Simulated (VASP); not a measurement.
## SnTe: single point with PBE

The system is SnTe.

```
CELL_PARAMETERS angstrom
0.00000 3.12970 3.12970
3.12970 0.00000 3.12970
3.12970 3.12970 0.00000
ATOMIC_POSITIONS crystal
Sn 0.00000 0.00000 0.00000
Te 0.50000 0.50000 0.50000
```

| Property | Result |
| --- | --- |
| Program | VASP 6.6.1 |
| Task | single point |
| Functional | PBE |
| Potentials or basis | VASP PAW PBE potentials, release 64 (Sn_d, Te) |
| Cutoff | 500 eV |
| k mesh | 6 × 6 × 6 |
| Occupations | gaussian, width 0.01 eV |
| Spin | no spin polarisation |
| Dipole correction | no |
| Further INCAR settings | ALGO = Normal; EDIFF = 1e-06; NBANDS = 17 |

- Pressure: 3.3 GPa
- Band gap on the k mesh: 0.16 eV, direct

Levels at points of the mesh, in eV from the valence-band top:
| k point | band 7 | band 8 | band 9 | band 10 | band 11 | band 12 | band 13 | band 14 |
| --- | --- | --- | --- | --- | --- | --- | --- | --- |
| (0.00, 0.00, 0.00) | -4.60 | -2.20 | -2.20 | -2.20 | 3.40 | 3.40 | 3.40 | 4.72 |
| (0.50, 0.00, 0.00) | -8.45 | -1.85 | -1.85 | 0.00 | 0.16 | 0.34 | 0.34 | 7.83 |
| (0.50, 0.50, 0.00) | -6.49 | -5.72 | -3.84 | -3.84 | 2.09 | 5.03 | 5.03 | 6.55 |

Run time: 22 s on 1 thread of Intel Xeon 8259CL, on a shared host, peak memory 0.18 GiB.

Caveat: spin-orbit coupling is left out, which moves the levels of the heavy elements. A k mesh can miss the band edges.
